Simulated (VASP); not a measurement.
The system is B2SbP3.

```
B Sb P
1.0
     4.70537    0.00000    0.00000
    -2.35269    4.07497    0.00000
     0.00000    0.00000    6.50551
B Sb P
2 1 3
Cartesian
  0.0000 2.7166 3.0593
  2.3527 1.3583 3.0593
  0.0000 0.0000 3.5202
  0.0000 2.7166 5.6842
  2.3527 1.3583 5.6842
  0.0000 0.0000 1.5640
```

| Property | Result |
| --- | --- |
| Program | VASP 6.6.1 |
| Task | relaxation of cell and atoms |
| Functional | PBE |
| Potentials or basis | VASP PAW PBE potentials, release 64 (B, Sb, P) |
| Cutoff | 600 eV |
| k mesh | 6 × 6 × 4 |
| Occupations | gaussian, width 0.1 eV |
| Spin | no spin polarisation |

At the start: pressure 3.0 GPa; volume 20.79 Å³/atom.

**Question.** Where does the relaxation end?

**Answer.** Over 53 steps the energy falls by 1079.6 meV/atom and the volume is 15.37 Å³/atom (-26.1 %); space group P6mm (No. 183, to 0.05 Å).

The path:
```tsv
step	energy change (eV)	largest force (eV/Å)	pressure (GPa)	volume (Å³)
1	0.0000	14.9146	3.03	124.74
3	-1.9930	0.8918	-11.90	129.97
5	-3.6694	2.0043	0.11	98.13
7	-4.9730	1.5550	12.54	85.34
9	-5.4011	1.1653	5.60	90.21
11	-5.8848	1.1528	1.66	99.98
13	-6.0277	0.7736	-1.08	103.74
15	-6.1530	0.5525	-1.20	102.40
17	-6.2072	0.4260	0.14	100.12
19	-6.2458	0.3794	-0.91	99.37
21	-6.2594	0.1917	-0.65	98.39
23	-6.2783	0.1177	0.18	95.48
25	-6.2880	0.1506	-0.49	94.27
27	-6.2930	0.0966	-0.18	93.89
29	-6.3190	0.2183	0.27	90.87
31	-6.3243	0.2538	0.49	90.01
33	-6.3339	0.3135	0.89	88.76
35	-6.3410	0.3180	0.94	88.52
37	-6.3478	0.3888	1.16	87.99
39	-6.3788	0.3329	0.79	88.35
41	-6.4315	0.5297	-0.34	89.92
43	-6.4624	0.1409	1.09	89.33
45	-6.4690	0.1412	-0.16	90.71
47	-6.4735	0.1326	0.20	91.14
49	-6.4751	0.1175	0.12	91.60
51	-6.4773	0.0553	0.04	92.19
53	-6.4775	0.0203	-0.01	92.24
```

Final structure:
```
B Sb P
1.0
     3.63506    0.00000    0.00000
    -1.81753    3.14805    0.00000
     0.00000    0.00000    8.06059
B Sb P
2 1 3
Direct
  0.33333 0.66667 0.37303
  0.66667 0.33333 0.37303
  0.00000 0.00000 0.59075
  0.33333 0.66667 0.98273
  0.66667 0.33333 0.98273
  0.00000 0.00000 0.16728
```

Caveat: the volume moved by over 15 % at a fixed basis, so the end points are rough; this functional lacks dispersion, which binds the layers, so the pressure and a relaxed spacing across them are unreliable.
